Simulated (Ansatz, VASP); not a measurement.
BeSb: VASP beside Ansatz

```
Be Sb
1.0
     3.66270    0.00000    0.00000
     0.00000    3.66270    0.00000
     0.00000    0.00000    3.01093
Be Sb
1 1
Direct
  0.50000 0.50000 0.75004
  0.00000 0.00000 0.74996
```

Alike in both runs: functional PBE; k mesh 16 × 16 × 16; occupations gaussian, width 0.1 eV; no spin polarisation.

Ansatz relaxed the structure, and its values are those at the end. VASP's run is a single point on that final structure, the one shown.

|  | VASP | Ansatz |
| --- | --- | --- |
| version | VASP 6.6.1 | Ansatz 0.2.0 |
| potentials or method | VASP PAW PBE potentials, release 64 (Be, Sb), cutoff 520 eV | scalar-relativistic, plane waves, PAW |
| valence electrons in the cell | 7 | 17 |

```tsv
	VASP	Ansatz	Ansatz less VASP
gap on the k mesh at the Fermi level (eV)	none	none	-
pressure (GPa)	0.2	0.0	-0.15
```

A gap of «none» marks a metal or a gap that the smearing closes. The functional is the same, so the differences come from potentials, cutoffs and numerics. VASP's potentials hold 7 valence electrons a cell and Ansatz's 17, so a difference there can come from the potentials and not from the codes.

Spin-orbit coupling is off throughout.
